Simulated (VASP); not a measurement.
A run of VASP 6.6.1:

File INCAR:

```
ALGO = Normal
EDIFF = 1E-6
ENCUT = 560
GGA = PS
GGA_COMPAT = False
ISIF = 2
ISMEAR = -1
LASPH = True
LCHARG = True
LELF = True
LREAL = False
LVHAR = True
LWAVE = False
NBANDS = 16
NELM = 120
PREC = Accurate
SIGMA = 0.05
```

Contents of KPOINTS:

```
k-points
0
Gamma
  10 10 10
```

Contents of POSCAR:

```
BAs
1.0
    0.0000000000      2.3724693156      2.3724693156
    2.3724693156      0.0000000000      2.3724693156
    2.3724693156      2.3724693156      0.0000000000
As B
1 1
Direct
    0.7500000000      0.7500000000      0.7500000000
    0.0000000000      0.0000000000      0.0000000000
```

Potentials or basis: VASP PAW PBE potentials, release 64 (As_d, B).

The run is started by

```bash
$ cat potpaw_PBE.64/As_d/POTCAR potpaw_PBE.64/B/POTCAR > POTCAR
$ mpirun -np 1 vasp_std > vasp.out
```

Hardware: 1 thread of Intel(R) Xeon(R) 6975P-C (Granite Rapids), on a shared host.

Question: How long does it take, and how much memory?

Answer: Wall time 10 s on 1 thread of Intel(R) Xeon(R) 6975P-C (Granite Rapids), with other jobs on the host, peak memory 0.16 GiB. Counts: scf iterations 12, k points 47.
